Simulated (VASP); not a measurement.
# Ir (P6_3/mmc) in VASP: a series of runs

Runs on Ir. Level: LDA. Tasks: single point.

Everything below comes from runs of VASP 6.6.1. Logs are shortened: lines on timing, memory, paths and dates and some standing lists are left out, and cuts for length are marked.

## Step 1: The cell of the first run

Symmetry: P6_3/mmc, No. 194, hexagonal system. The conventional cell has a = 2.895 Å, b = 2.895 Å, c = 4.606 Å, α = 90.00°, β = 90.00°, γ = 120.00°. Within 3.7 Å of Ir (site symmetry -6m2) lie 12 Ir at 2.85 to 2.89 Å.

## Step 2: Single point, LDA

INCAR

```
SYSTEM = Ir
PREC = Accurate
ENCUT = 500
EDIFF = 1E-6
ISMEAR = 0
SIGMA = 0.15
LREAL = .FALSE.
LASPH = .TRUE.
NELM = 120
ALGO = Normal
ISIF = 2
LWAVE = .FALSE.
LCHARG = .FALSE.
GGA = CA
NBANDS = 16
GGA_COMPAT = .FALSE.
```

KPOINTS

```
Automatic mesh
0
G
  18 18 10
  0 0 0
```

POSCAR

```
Ir
1.0
    2.8946000000      0.0000000000      0.0000000000
   -1.4473000000      2.5067971338      0.0000000000
    0.0000000000      0.0000000000      4.6056000000
Ir
2
Direct
    0.6666666667      0.3333333333      0.7500000000
    0.3333333333      0.6666666667      0.2500000000
```

Potentials or basis: VASP PAW LDA potentials, release 64 (Ir).

Run with:

```console
> cat potpaw_LDA.64/Ir/POTCAR > POTCAR
> mpirun -np 1 vasp_std > vasp.out
```

OUTCAR:

```text
SYSTEM = Ir
   PREC = Accurate
   ENCUT = 500
   EDIFF = 1E-6
   ISMEAR = 0
   LREAL = .FALSE.
   LASPH = .TRUE.
   NELM = 120
   ISIF = 2
   GGA = CA

 ion  position               nearest neighbor table
   1  0.667  0.333  0.750-   2 2.85   2 2.85   2 2.85   2 2.85   2 2.85   2 2.85
   2  0.333  0.667  0.250-   1 2.85   1 2.85   1 2.85   1 2.85   1 2.85   1 2.85

  LATTYP: Found a hexagonal cell.
 ALAT       =     2.8946000000
 C/A-ratio  =     1.5911006702

  Lattice vectors:

 A1 = (   2.8946000000,   0.0000000000,   0.0000000000)
 A2 = (  -1.4473000000,   2.5067971338,   0.0000000000)
 A3 = (   0.0000000000,   0.0000000000,   4.6056000000)

Analysis of symmetry for initial positions (statically):
=====================================================================
 Subroutine PRICEL returns:
 Original cell was already a primitive cell.

 Routine SETGRP: Setting up the symmetry group for a
 hexagonal supercell.

 Subroutine GETGRP returns: Found 24 space group operations
 (whereof 12 operations were pure point group operations)
 out of a pool of 24 trial point group operations.

The static configuration has the point symmetry D_3d.
 The point group associated with its full space group is D_6h.

Analysis of symmetry for dynamics (positions and initial velocities):
=====================================================================
 Subroutine PRICEL returns:
 Original cell was already a primitive cell.

 Routine SETGRP: Setting up the symmetry group for a
 hexagonal supercell.

 Subroutine GETGRP returns: Found 24 space group operations
 (whereof 12 operations were pure point group operations)
 out of a pool of 24 trial point group operations.

The dynamic configuration has the point symmetry D_3d.
 The point group associated with its full space group is D_6h.

 Subroutine INISYM returns: Found 24 space group operations
 (whereof 12 operations are pure point group operations),
 and found     1 'primitive' translations

----------------------------------------------------------------------------------------

                                     Primitive cell

  volume of cell :      33.4190

  direct lattice vectors                    reciprocal lattice vectors
     2.894600000  0.000000000  0.000000000     0.345470877  0.199457704  0.000000000
    -1.447300000  2.506797134  0.000000000     0.000000000  0.398915407  0.000000000
     0.000000000  0.000000000  4.605600000     0.000000000  0.000000000  0.217126976

  length of vectors
     2.894600000  2.894600000  4.605600000     0.398915407  0.398915407  0.217126976

  position of ions in fractional coordinates (direct lattice)
     0.666666667  0.333333333  0.750000000
     0.333333333  0.666666667  0.250000000

  ion indices of the primitive-cell ions
   primitive index   ion index
                 1           1
                 2           2

----------------------------------------------------------------------------------------

 KPOINTS: Automatic mesh

Automatic generation of k-mesh.
 Grid dimensions read from file:
 generate k-points for:   18   18   10

 Generating k-lattice:

  Cartesian coordinates                     Fractional coordinates (reciprocal lattice)
     0.019192826  0.011080984  0.000000000     0.055555556 -0.000000000  0.000000000
     0.000000000  0.022161967  0.000000000     0.000000000  0.055555556  0.000000000
     0.000000000  0.000000000  0.021712698     0.000000000  0.000000000  0.100000000

  Length of vectors
     0.022161967  0.022161967  0.021712698

  Shift w.r.t. Gamma in fractional coordinates (k-lattice)
     0.000000000  0.000000000  0.000000000

 Subroutine IBZKPT returns following result:
 ===========================================

 Found    222 irreducible k-points:

 Following reciprocal coordinates:
            Coordinates               Weight
  0.000000  0.000000  0.000000      1.000000
  0.055556  0.000000  0.000000      6.000000
  0.111111  0.000000  0.000000      6.000000
  0.166667 -0.000000  0.000000      6.000000
  0.222222 -0.000000  0.000000      6.000000
  0.277778 -0.000000  0.000000      6.000000
[... 16 lines left out ...]
  0.333333  0.111111  0.000000     12.000000
  0.388889  0.111111  0.000000     12.000000
 [... further k-points ...]
   k-points           NKPTS =    222   k-points in BZ     NKDIM =    222   number of bands    NBANDS=     16
   number of dos      NEDOS =    301   number of ions     NIONS =      2
   total plane-waves  NPLWV =  20736
   dimension x,y,z NGX =    24 NGY =   24 NGZ =   36
   dimension x,y,z NGXF=    48 NGYF=   48 NGZF=   72
   ions per type =               2
   NGX,Y,Z   is equivalent  to a cutoff of  13.78, 13.78, 12.99 a.u.
   NGXF,Y,Z  is equivalent  to a cutoff of  27.57, 27.57, 25.99 a.u.
 SYSTEM =  Ir
   PREC   = accura    normal or accurate (medium, high low for compatibility)
   ISTART =      0    job   : 0-new  1-cont  2-samecut
   ICHARG =      2    charge: 1-file 2-atom 10-const
   ISPIN  =      1    spin polarized calculation?
   LNONCOLLINEAR =      F non collinear calculations
   LSORBIT =      F    spin-orbit coupling
   LASPH  =      T    aspherical Exc in radial PAW
   ENCUT  =  500.0 eV  36.75 Ry    6.06 a.u.   5.28  5.28  8.40*2*pi/ulx,y,z
   NELM   =    120;   NELMIN=  2; NELMDL= -5     # of ELM steps
   EDIFF  = 0.1E-05   stopping-criterion for ELM
   LREAL  =      F    real-space projection
   EDIFFG = 0.1E-04   stopping-criterion for IOM
   NSW    =      0    number of steps for IOM
   IBRION =     -1    ionic relax: 0-MD 1-quasi-New 2-CG
   NFREE  =      0    steps in history (QN), initial steepest desc. (CG)
   ISIF   =      2    stress and relaxation
   ISYM   =      2    0-nonsym 1-usesym 2-fastsym
   POTIM  = 0.5000    time-step for ionic-motion
   TEBEG  =    0.0;   TEEND  =   0.0 temperature during run
   PSTRESS=    0.0 pullay stress
   NELECT =      18.0000    total number of electrons
   NUPDOWN=      -1.0000    fix difference up-down
   EMIN   =  10.00;   EMAX   =-10.00  energy-range for DOS
   EFERMI =   0.00;   METHOD = LEGACY
   ISMEAR =     0;   SIGMA  =   0.15  broadening in eV -4-tet -1-fermi 0-gaus
   EFERMI_NEDOS =   21; number of points for ismear=-14 and -15
   IALGO  =     38    algorithm
   IMIX   =      4    mixing-type and parameters
     AMIX     =   0.40;   BMIX     =  1.00
     AMIX_MAG =   1.60;   BMIX_MAG =  1.00
  volume/ion in A,a.u.               =      16.71       112.76
  Fermi-wavevector in a.u.,A,eV,Ry     =   1.331990  2.517096 24.139426  1.774198
  Thomas-Fermi vector in A             =   2.460959
   LORBIT       =      0    0 simple, 1 ext, 2 COOP (PROOUT), +10 PAW based schemes
   GGA     = CA    functional components
   LHFCALC =     F    Hartree Fock is set to
   AEXX    =    0.0000 exact exchange contribution
   IVDW    =     0    specifies the selected vdW correction
   LEPSILON=     F    determine dielectric tensor
   LRPA    =     F    only Hartree local field effects (RPA)
 non-spin polarized calculation
 Gauss-broadening in eV      SIGMA  =   0.15
  energy-cutoff  :      500.00
  volume of cell :       33.42
 maximum number of plane-waves:       861
 NGX is ok and might be reduce to    24
   NGX = 11   NGY = 11   NGZ = 17

 number of electron      18.0000000 magnetization

 Free energy of the ion-electron system (eV)
  ---------------------------------------------------
  ext. energy  EPLUGINS =         0.00000000
  ---------------------------------------------------
  free energy    TOTEN  =       -19.59438322 eV

  energy without entropy =      -19.56010268  energy(sigma->0) =      -19.57724295

 E-fermi :   7.7049     XC(G=0): -13.1935

 val. band max:        7.6919726948   @ k =   0.2222   0.1667   0.4000
 cond. band min:       7.7054713156   @ k =   0.3333   0.3333   0.0000
 fundamental gap:      0.0134986208
 Fermi energy:         7.7049423178

 k-point     1 :       0.0000    0.0000    0.0000
  band No.  band energies     occupation
      1      -1.8075      2.00000
      2       1.1798      2.00000
      3       4.7195      2.00000
      4       4.7195      2.00000
      5       4.7728      2.00000
      6       5.2514      2.00000
[... 8 lines left out ...]
     15      24.3446      0.00000
     16      24.8808      0.00000

 k-point     2 :       0.0556    0.0000    0.0000
  band No.  band energies     occupation
      1      -1.7068      2.00000
      2       1.2666      2.00000
      3       4.5006      2.00000
      4       4.7982      2.00000
      5       4.9745      2.00000
      6       5.2038      2.00000
[... 8 lines left out ...]
     15      24.4651      0.00000
     16      24.9454      0.00000

 k-point     3 :       0.1111    0.0000    0.0000
  band No.  band energies     occupation
      1      -1.4109      2.00000
      2       1.5111      2.00000
      3       4.2305      2.00000
      4       5.0306      2.00000
      5       5.0439      2.00000
      6       5.2512      2.00000
[... 8 lines left out ...]
     15      24.4787      0.00000
     16      24.7795      0.00000

 k-point     4 :       0.1667   -0.0000    0.0000
  band No.  band energies     occupation
      1      -0.9411      2.00000
      2       1.8547      2.00000
      3       3.9715      2.00000
      4       4.6383      2.00000
      5       4.8692      2.00000
      6       5.2906      2.00000
[... 8 lines left out ...]
     15      23.9619      0.00000
     16      24.2853      0.00000
[... 324 lines left out ...]
 k-point    22 :       0.2778    0.1111    0.0000
  band No.  band energies     occupation
      1       1.2063      2.00000
      2       2.4020      2.00000
      3       2.9119      2.00000
      4       3.7892      2.00000
      5       4.4491      2.00000
      6       4.9497      2.00000
[... 8 lines left out ...]
     15      18.5239      0.00000
     16      22.5029      0.00000

 k-point    23 :       0.3333    0.1111    0.0000
  band No.  band energies     occupation
      1       1.6525      2.00000
      2       2.2350      2.00000
      3       2.6037      2.00000
      4       4.1174      2.00000
      5       4.3676      2.00000
      6       5.1066      2.00000
[... 8 lines left out ...]
     15      17.4827      0.00000
     16      20.9122      0.00000

 k-point    24 :       0.3889    0.1111    0.0000
  band No.  band energies     occupation
      1       1.8810      2.00000
      2       2.1107      2.00000
      3       2.4154      2.00000
      4       4.3290      2.00000
      5       4.4638      2.00000
      6       4.9800      2.00000
[... 8 lines left out ...]
     15      17.1517      0.00000
     16      19.4163      0.00000

 [... further k-points ...]
[... 5 lines left out ...]
  --------------------------------------------------------------------------------------
  -------------------------------------------------------------------------------------
  Total       -9.4755197     -9.4755197     -9.0706071     -0.0000000     -0.0000000      0.0000000
  in kB     -454.2758569   -454.2758569   -434.8635166     -0.0000000     -0.0000000      0.0000000
  external PRESSURE =    -447.8050768 kB  Pullay stress =       0.0000000 kB

 VOLUME and BASIS-vectors are now :
 -----------------------------------------------------------------------------
  energy-cutoff  :      500.00
  volume of cell :       33.42
      direct lattice vectors                 reciprocal lattice vectors
     2.894600000  0.000000000  0.000000000     0.345470877  0.199457704  0.000000000
    -1.447300000  2.506797134  0.000000000     0.000000000  0.398915407  0.000000000
     0.000000000  0.000000000  4.605600000     0.000000000  0.000000000  0.217126976

 POSITION                                       TOTAL-FORCE (eV/Angst)
 -----------------------------------------------------------------------------------
      1.44730      0.83560      3.45420         0.000000      0.000000      0.000000
     -0.00000      1.67120      1.15140         0.000000      0.000000      0.000000
 -----------------------------------------------------------------------------------
    total drift:                               -0.000000      0.000000     -0.000000

  FREE ENERGIE OF THE ION-ELECTRON SYSTEM (eV)
  ---------------------------------------------------
  free  energy   TOTEN  =       -19.5943832182 eV

  energy  without entropy=      -19.5601026818  energy(sigma->0) =      -19.57724295
```

It took 66 s on 1 thread of Intel Xeon Platinum 8488C (Sapphire Rapids), shared host; peak memory 0.21 GiB.

What came out:

```
Free energy            : -19.5944 eV
Pressure               : -44.8 GPa
Band gap on the k mesh : zero (band 9 reaches 8.45 eV, above the bottom of band 10 at 5.88 eV)
```

Stress tensor (GPa, compression positive):
```
-45.43   0.00   0.00
  0.00 -45.43   0.00
  0.00   0.00 -43.49
```

Caveat: spin-orbit coupling is left out, which moves the levels of the heavy elements.

## Step 3: Single point, LDA

This run uses another cell than the first one, of 13.70 Å³/atom, 0.820 times its volume.

INCAR

```
SYSTEM = Ir
  PREC = Accurate
  ENCUT = 500
  EDIFF = 1E-6
  ISMEAR = 0
  SIGMA = 0.15
  LREAL = .False.
  LASPH = .True.
  NELM = 120
  ALGO = Normal
  ISIF = 2
  LWAVE = .False.
  LCHARG = .True.
  GGA = CA
  LELF = .True.
  LVHAR = .True.
  NBANDS = 16
  GGA_COMPAT = .False.
```

KPOINTS

```
Automatic mesh
0
Gamma
  18 18 10
  0 0 0
```

POSCAR

```
Ir
1.0
    2.6421000000      0.0000000000      0.0000000000
   -1.3210500000      2.2881257193      0.0000000000
    0.0000000000      0.0000000000      4.5325000000
Ir
2
Direct
    0.6666666667      0.3333333333      0.7500000000
    0.3333333333      0.6666666667      0.2500000000
```

Potentials or basis: VASP PAW LDA potentials, release 64 (Ir).

Run with:

```console
> cat potpaw_LDA.64/Ir/POTCAR > POTCAR
> mpirun -np 1 vasp_std > vasp.out
```

Run time: 48 s. Hardware: 1 thread of Intel Xeon Platinum 8488C (Sapphire Rapids), shared host; peak memory 0.19 GiB.

It converged, with:

```yaml
Free_energy: -20.4156 eV
Pressure: 10.1 GPa
Band_gap_on_the_k_mesh: zero (band 9 reaches 12.36 eV, above the bottom of band 10 at 8.47 eV)
```

Stress tensor (GPa, compression positive):
```
18.24  0.00  0.00
 0.00 18.24  0.00
 0.00  0.00 -6.28
```

Levels at points of the mesh, in eV from the Fermi level:
```
           k point  band 6  band 7  band 8  band 9  band 10  band 11  band 12  band 13
(0.00, 0.00, 0.00)   -3.42   -3.42   -1.93   -1.93    -1.34     0.42     0.42     6.68
(0.50, 0.00, 0.00)   -3.38   -3.28    0.87    1.25     1.57     3.30     4.89     8.57
(0.00, 0.00, 0.50)   -3.99   -3.99   -3.99   -0.37    -0.37    -0.37    -0.37    13.33
(0.50, 0.00, 0.50)   -1.94   -0.92   -0.92    1.43     1.43     2.16     2.16     8.34
```

Caveat: spin-orbit coupling is left out, which moves the levels of the heavy elements.
